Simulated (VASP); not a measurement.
# Co (P6_3/mmc) in VASP: relaxation of cell and atoms with LDA

Aim: the relaxation of cell and atoms of Co with LDA.

Program: VASP 6.6.1. These are calculated values, not measurements. Logs are shortened: lines on timing, memory, paths and dates and some standing lists are left out, and cuts for length are marked.

**1. The cell of the first run**

It takes space group P6_3/mmc (No. 194, hexagonal). Conventional cell: a = 2.425 Å, b = 2.425 Å, c = 3.929 Å, α = 90.00°, β = 90.00°, γ = 120.00°. Within 3.2 Å of Co (site symmetry -6m2) lie 12 Co at 2.41 to 2.43 Å.

**2. Relaxation of cell and atoms, LDA, collinear spin, ferromagnetic start**

INCAR

```
SYSTEM = Co
PREC     = Accurate       ! precision mode
ENCUT    = 600            ! plane-wave cutoff, eV
EDIFF    = 1E-6           ! SCF threshold, eV
ISMEAR   = -1             ! smearing method
SIGMA    = 0.1            ! smearing width, eV
LREAL    = .False.        ! projectors in reciprocal space
LASPH    = .True.         ! aspherical terms in the spheres
NELM     = 150            ! most SCF steps
ALGO     = Normal         ! electronic algorithm
ISIF     = 3              ! what is computed and relaxed
LWAVE    = .False.        ! write WAVECAR
LCHARG   = .False.        ! write CHGCAR
ISPIN    = 2              ! spin polarisation
MAGMOM   = 1.7 1.7        ! initial moments
LORBIT   = 11             ! projections on sites
LMAXMIX  = 4              ! l up to which the mixer works
GGA      = CA             ! functional
IBRION   = 2              ! ionic algorithm
NSW      = 60             ! ionic steps
EDIFFG   = -0.005         ! ionic threshold
```

KPOINTS

```
regular mesh
0
Gamma
  18 18 10
  0 0 0
```

POSCAR

```
Co
1.0
    2.4254463887      0.0000000000      0.0000000000
   -1.2127231943      2.1004981881      0.0000000000
    0.0000000000      0.0000000000      3.9292231497
Co
2
Direct
    0.3333333333      0.6666666667      0.2500000000
    0.6666666667      0.3333333333      0.7500000000
```

Potentials or basis: VASP PAW LDA potentials, release 64 (Co).

Launch:

```
cat potpaw_LDA.64/Co/POTCAR > POTCAR
mpirun -np 1 vasp_std > vasp.out
```

OUTCAR:

```text
SYSTEM = Co
   PREC = Accurate
   ENCUT = 600
   EDIFF = 1E-6
   ISMEAR = -1
   LREAL = .False.
   LASPH = .True.
   NELM = 150
   ISIF = 3
   ISPIN = 2
   LORBIT = 11
   GGA = CA
   IBRION = 2
   NSW = 60
   EDIFFG = -0.005

 ion  position               nearest neighbor table
   1  0.333  0.667  0.250-   2 2.41   2 2.41   2 2.41   2 2.41   2 2.41   2 2.41
   2  0.667  0.333  0.750-   1 2.41   1 2.41   1 2.41   1 2.41   1 2.41   1 2.41

  LATTYP: Found a hexagonal cell.
 ALAT       =     2.4254463887
 C/A-ratio  =     1.6200000000

  Lattice vectors:

 A1 = (   2.4254463887,   0.0000000000,   0.0000000000)
 A2 = (  -1.2127231943,   2.1004981881,   0.0000000000)
 A3 = (   0.0000000000,   0.0000000000,   3.9292231497)

Analysis of symmetry for initial positions (statically):
=====================================================================
 Subroutine PRICEL returns:
 Original cell was already a primitive cell.

 Routine SETGRP: Setting up the symmetry group for a
 hexagonal supercell.

 Subroutine GETGRP returns: Found 24 space group operations
 (whereof 12 operations were pure point group operations)
 out of a pool of 24 trial point group operations.

The static configuration has the point symmetry D_3d.
 The point group associated with its full space group is D_6h.

Analysis of symmetry for dynamics (positions and initial velocities):
=====================================================================
 Subroutine PRICEL returns:
 Original cell was already a primitive cell.

 Routine SETGRP: Setting up the symmetry group for a
 hexagonal supercell.

 Subroutine GETGRP returns: Found 24 space group operations
 (whereof 12 operations were pure point group operations)
 out of a pool of 24 trial point group operations.

The dynamic configuration has the point symmetry D_3d.
 The point group associated with its full space group is D_6h.

Analysis of structural, dynamic, and magnetic symmetry:
=====================================================================
 Subroutine PRICEL returns:
 Original cell was already a primitive cell.

 Routine SETGRP: Setting up the symmetry group for a
 hexagonal supercell.

 Subroutine GETGRP returns: Found 24 space group operations
 (whereof 12 operations were pure point group operations)
 out of a pool of 24 trial point group operations.

The overall configuration has the point symmetry D_3d.
 The point group associated with its full space group is D_6h.

 Subroutine INISYM returns: Found 24 space group operations
 (whereof 12 operations are pure point group operations),
 and found     1 'primitive' translations

----------------------------------------------------------------------------------------

                                     Primitive cell

  volume of cell :      20.0180

  direct lattice vectors                    reciprocal lattice vectors
     2.425446389  0.000000000  0.000000000     0.412295240  0.238038768  0.000000000
    -1.212723194  2.100498188  0.000000000     0.000000000  0.476077535  0.000000000
     0.000000000  0.000000000  3.929223150     0.000000000  0.000000000  0.254503234

  length of vectors
     2.425446389  2.425446389  3.929223150     0.476077535  0.476077535  0.254503234

  position of ions in fractional coordinates (direct lattice)
     0.333333333  0.666666667  0.250000000
     0.666666667  0.333333333  0.750000000

  ion indices of the primitive-cell ions
   primitive index   ion index
                 1           1
                 2           2

----------------------------------------------------------------------------------------

 KPOINTS: regular mesh

Automatic generation of k-mesh.
 Grid dimensions read from file:
 generate k-points for:   18   18   10

 Generating k-lattice:

  Cartesian coordinates                     Fractional coordinates (reciprocal lattice)
     0.022905291  0.013224376  0.000000000     0.055555556  0.000000000  0.000000000
     0.000000000  0.026448752  0.000000000     0.000000000  0.055555556  0.000000000
     0.000000000  0.000000000  0.025450323     0.000000000  0.000000000  0.100000000

  Length of vectors
     0.026448752  0.026448752  0.025450323

  Shift w.r.t. Gamma in fractional coordinates (k-lattice)
     0.000000000  0.000000000  0.000000000

 Subroutine IBZKPT returns following result:
 ===========================================

 Found    222 irreducible k-points:

 Following reciprocal coordinates:
            Coordinates               Weight
  0.000000  0.000000  0.000000      1.000000
  0.055556 -0.000000  0.000000      6.000000
  0.111111 -0.000000  0.000000      6.000000
  0.166667  0.000000  0.000000      6.000000
  0.222222 -0.000000  0.000000      6.000000
  0.277778 -0.000000  0.000000      6.000000
[... 16 lines left out ...]
  0.333333  0.111111  0.000000     12.000000
  0.388889  0.111111  0.000000     12.000000
 [... further k-points ...]
   k-points           NKPTS =    222   k-points in BZ     NKDIM =    222   number of bands    NBANDS=     15
   number of dos      NEDOS =    301   number of ions     NIONS =      2
   total plane-waves  NPLWV =  12800
   dimension x,y,z NGX =    20 NGY =   20 NGZ =   32
   dimension x,y,z NGXF=    40 NGYF=   40 NGZF=   64
   ions per type =               2
   NGX,Y,Z   is equivalent  to a cutoff of  13.71, 13.71, 13.54 a.u.
   NGXF,Y,Z  is equivalent  to a cutoff of  27.42, 27.42, 27.08 a.u.
 SYSTEM =  Co
   PREC   = accura    normal or accurate (medium, high low for compatibility)
   ISTART =      0    job   : 0-new  1-cont  2-samecut
   ICHARG =      2    charge: 1-file 2-atom 10-const
   ISPIN  =      2    spin polarized calculation?
   LNONCOLLINEAR =      F non collinear calculations
   LSORBIT =      F    spin-orbit coupling
   LASPH  =      T    aspherical Exc in radial PAW
   ENCUT  =  600.0 eV  44.10 Ry    6.64 a.u.   4.84  4.84  7.85*2*pi/ulx,y,z
   NELM   =    150;   NELMIN=  2; NELMDL= -5     # of ELM steps
   EDIFF  = 0.1E-05   stopping-criterion for ELM
   LREAL  =      F    real-space projection
   EDIFFG = -.5E-02   stopping-criterion for IOM
   NSW    =     60    number of steps for IOM
   IBRION =      2    ionic relax: 0-MD 1-quasi-New 2-CG
   NFREE  =      1    steps in history (QN), initial steepest desc. (CG)
   ISIF   =      3    stress and relaxation
   ISYM   =      2    0-nonsym 1-usesym 2-fastsym
   POTIM  = 0.5000    time-step for ionic-motion
   TEBEG  =    0.0;   TEEND  =   0.0 temperature during run
   PSTRESS=    0.0 pullay stress
   NELECT =      18.0000    total number of electrons
   NUPDOWN=      -1.0000    fix difference up-down
   EMIN   =  10.00;   EMAX   =-10.00  energy-range for DOS
   EFERMI =   0.00;   METHOD = LEGACY
   ISMEAR =    -1;   SIGMA  =   0.10  broadening in eV -4-tet -1-fermi 0-gaus
   EFERMI_NEDOS =   21; number of points for ismear=-14 and -15
   IALGO  =     38    algorithm
   IMIX   =      4    mixing-type and parameters
     AMIX     =   0.40;   BMIX     =  1.00
     AMIX_MAG =   1.60;   BMIX_MAG =  1.00
  volume/ion in A,a.u.               =      10.01        67.54
  Fermi-wavevector in a.u.,A,eV,Ry     =   1.580127  2.986008 33.971062  2.496803
  Thomas-Fermi vector in A             =   2.680402
   LORBIT       =     11    0 simple, 1 ext, 2 COOP (PROOUT), +10 PAW based schemes
   GGA     = CA    functional components
   LHFCALC =     F    Hartree Fock is set to
   AEXX    =    0.0000 exact exchange contribution
   IVDW    =     0    specifies the selected vdW correction
   LEPSILON=     F    determine dielectric tensor
   LRPA    =     F    only Hartree local field effects (RPA)
 conjugate gradient relaxation of ions
 spin polarized calculation
  energy-cutoff  :      600.00
  volume of cell :       20.02
 maximum number of plane-waves:       687
 NGX is ok and might be reduce to    20
   NGX =  9   NGY =  9   NGZ = 15

--------------------------------------- Ionic step        1  -------------------------------------------

 number of electron      18.0000002 magnetization       2.8749659

 Free energy of the ion-electron system (eV)
  ---------------------------------------------------
  ext. energy  EPLUGINS =         0.00000000
  ---------------------------------------------------
  free energy    TOTEN  =       -16.28343848 eV

  energy without entropy =      -16.20643557  energy(sigma->0) =      -16.24493703

------------------------ aborting loop because EDIFF is reached ----------------------------------------

  FORCE on cell =-STRESS in cart. coord.  units (eV):
  Direction    XX          YY          ZZ          XY          YZ          ZX
  --------------------------------------------------------------------------------------
  -------------------------------------------------------------------------------------
  Total       -0.1480441     -0.1480441     -0.3656413     -0.0000000      0.0000000      0.0000000
  in kB      -11.8489779    -11.8489779    -29.2647695     -0.0000000      0.0000000      0.0000000
  external PRESSURE =     -17.6542418 kB  Pullay stress =       0.0000000 kB
[... 201 lines left out ...]
  energy  without entropy=      -16.2057599122  energy(sigma->0) =      -16.24515202

--------------------------------------- Ionic step        7  -------------------------------------------

 number of electron      18.0000005 magnetization       2.8409987

 Free energy of the ion-electron system (eV)
  ---------------------------------------------------
  ext. energy  EPLUGINS =         0.00000000
  ---------------------------------------------------
  free energy    TOTEN  =       -16.28454406 eV

  energy without entropy =      -16.20575016  energy(sigma->0) =      -16.24514711

 E-fermi :  11.2005     XC(G=0): -14.2617

 val. band max:       11.1969853858   @ k =   0.1111   0.1111   0.2000
 cond. band min:      11.2013200908   @ k =   0.2222   0.1667   0.1000
 fundamental gap:      0.0043347050
 Fermi energy:        11.2004590462

 spin component 1

 k-point     1 :       0.0000    0.0000    0.0000
  band No.  band energies     occupation
      1       1.7946      1.00000
      2       5.7445      1.00000
      3       8.6581      1.00000
      4       8.6678      1.00000
      5       8.6678      1.00000
      6       9.0414      1.00000
      7       9.0414      1.00000
      8       9.4401      1.00000
      9       9.4401      1.00000
     10      10.7385      0.99024
     11      10.7385      0.99024
     12      11.1500      0.62348
     13      18.5469      0.00000
     14      33.8898      0.00000
     15      37.2584      0.00000
[... 397 lines left out ...]
 k-point    24 :       0.3889    0.1111    0.0000
  band No.  band energies     occupation
      1       6.2701      1.00000
      2       6.4506      1.00000
      3       6.5818      1.00000
      4       8.1920      1.00000
      5       8.4094      1.00000
      6       8.7510      1.00000
      7       9.1307      1.00000
      8      10.7030      0.99314
      9      10.8940      0.95541
     10      10.9380      0.93243
     11      12.7095      0.00000
     12      16.3914      0.00000
     13      21.3891      0.00000
     14      22.2770      0.00000
     15      24.4736      0.00000

 [... further k-points ...]

 spin component 2

 k-point     1 :       0.0000    0.0000    0.0000
  band No.  band energies     occupation
      1       1.9736      1.00000
      2       6.5712      1.00000
      3       9.9699      1.00000
      4       9.9699      1.00000
      5       9.9702      1.00000
      6      10.3869      0.99971
      7      10.3869      0.99971
      8      10.8370      0.97428
      9      10.8370      0.97428
     10      11.3183      0.23536
     11      12.2295      0.00003
     12      12.2295      0.00003
     13      19.4422      0.00000
     14      33.9403      0.00000
     15      37.3923      0.00000
[... 397 lines left out ...]
 k-point    24 :       0.3889    0.1111    0.0000
  band No.  band energies     occupation
      1       6.9999      1.00000
      2       7.4383      1.00000
      3       7.5873      1.00000
      4       8.9360      1.00000
      5       9.6795      1.00000
      6       9.9622      1.00000
      7      10.4009      0.99966
      8      12.1682      0.00006
      9      12.3830      0.00001
     10      12.4514      0.00000
     11      13.8383      0.00000
     12      17.1806      0.00000
     13      21.9676      0.00000
     14      22.7635      0.00000
     15      24.8846      0.00000

 [... further k-points ...]
[... 5 lines left out ...]
  --------------------------------------------------------------------------------------
  -------------------------------------------------------------------------------------
  Total       -0.0036083     -0.0036083      0.0054329     -0.0000000      0.0000000      0.0000000
  in kB       -0.2908628     -0.2908628      0.4379398     -0.0000000      0.0000000      0.0000000
  external PRESSURE =      -0.0479286 kB  Pullay stress =       0.0000000 kB
[... 17 lines left out ...]
  FREE ENERGIE OF THE ION-ELECTRON SYSTEM (eV)
  ---------------------------------------------------
  free  energy   TOTEN  =       -16.2845440611 eV

  energy  without entropy=      -16.2057501578  energy(sigma->0) =      -16.24514711

 reached required accuracy - stopping structural energy minimisation

 total charge

# of ion       s       p       d       tot
------------------------------------------
    1        0.526   0.596   7.344   8.466
    2        0.526   0.596   7.344   8.466
--------------------------------------------------
tot          1.052   1.192  14.688  16.933

 magnetization (x)

# of ion       s       p       d       tot
------------------------------------------
    1       -0.013  -0.037   1.463   1.413
    2       -0.013  -0.037   1.463   1.413
--------------------------------------------------
tot         -0.025  -0.074   2.925   2.826
```

Run time: 4.5 min. Hardware: 1 thread of Intel Xeon Platinum 8488C (Sapphire Rapids), shared host; peak memory 0.23 GiB.

What came out:

- Free energy: -16.2845 eV
- Relaxed volume: 9.94 Å³/atom
- Relaxed cell: a = 2.424 Å, b = 2.424 Å, c = 3.906 Å, α = 90.00°, β = 90.00°, γ = 120.00°
- Space group after relaxing (to 0.1 Å): P6_3/mmc (No. 194)
- Energy gained by relaxing: 0.6 meV/atom
- Ionic steps: 7
- Pressure after relaxing: 0.0 GPa
- Net moment: 2.84 μB per cell
- Site moments: Co +1.41 μB
- Valence electrons inside the program's atomic spheres: Co 8.47

The path:
```tsv
step	energy change (eV)	largest force (eV/Å)	pressure (GPa)	volume (Å³)
1	0.0000	0.0000	-1.77	20.02
2	0.0002	0.0000	2.29	19.70
3	-0.0010	0.0000	0.13	19.87
4	-0.0010	0.0000	0.24	19.86
5	-0.0011	0.0000	0.04	19.88
6	-0.0011	0.0000	0.04	19.88
7	-0.0011	0.0000	0.00	19.88
```

Final structure:
```cif
data_structure
_symmetry_space_group_name_H-M 'P 1'
_symmetry_Int_Tables_number 1
_cell_length_a 2.4239
_cell_length_b 2.4239
_cell_length_c 3.9065
_cell_angle_alpha 90.000
_cell_angle_beta 90.000
_cell_angle_gamma 120.000
_cell_volume 19.88
loop_
_atom_site_label
_atom_site_type_symbol
_atom_site_fract_x
_atom_site_fract_y
_atom_site_fract_z
_atom_site_occupancy
Co1 Co 0.33333 0.66667 0.25000 1
Co2 Co 0.66667 0.33333 0.75000 1
```

Levels at points of the mesh, in eV from the Fermi level:
Spin up:
| k point | band 6 | band 7 | band 8 | band 9 | band 10 | band 11 | band 12 | band 13 | band 14 | band 15 |
| --- | --- | --- | --- | --- | --- | --- | --- | --- | --- | --- |
| (0.00, 0.00, 0.00) | -2.16 | -2.16 | -1.76 | -1.76 | -0.46 | -0.46 | -0.05 | 7.35 | 22.69 | 26.06 |
| (0.50, 0.00, 0.00) | -2.44 | -2.06 | -0.33 | -0.19 | -0.15 | 1.71 | 3.90 | 10.48 | 11.22 | 13.73 |
| (0.00, 0.00, 0.50) | -2.61 | -2.61 | -2.61 | -0.82 | -0.82 | -0.82 | -0.82 | 16.20 | 16.20 | 23.46 |
| (0.50, 0.00, 0.50) | -1.61 | -0.81 | -0.81 | -0.22 | -0.22 | 1.82 | 1.82 | 8.20 | 8.20 | 19.48 |
Spin down:
```csv
k point,band 5,band 6,band 7,band 8,band 9,band 10
"(0.00, 0.00, 0.00)",-1.23,-0.81,-0.81,-0.36,-0.36,0.12
"(0.50, 0.00, 0.00)",-1.42,-1.24,-0.79,1.17,1.33,1.36
"(0.00, 0.00, 0.50)",-1.31,-1.31,-1.31,-1.31,0.65,0.65
"(0.50, 0.00, 0.50)",-0.23,-0.23,0.28,0.28,1.29,1.29
```
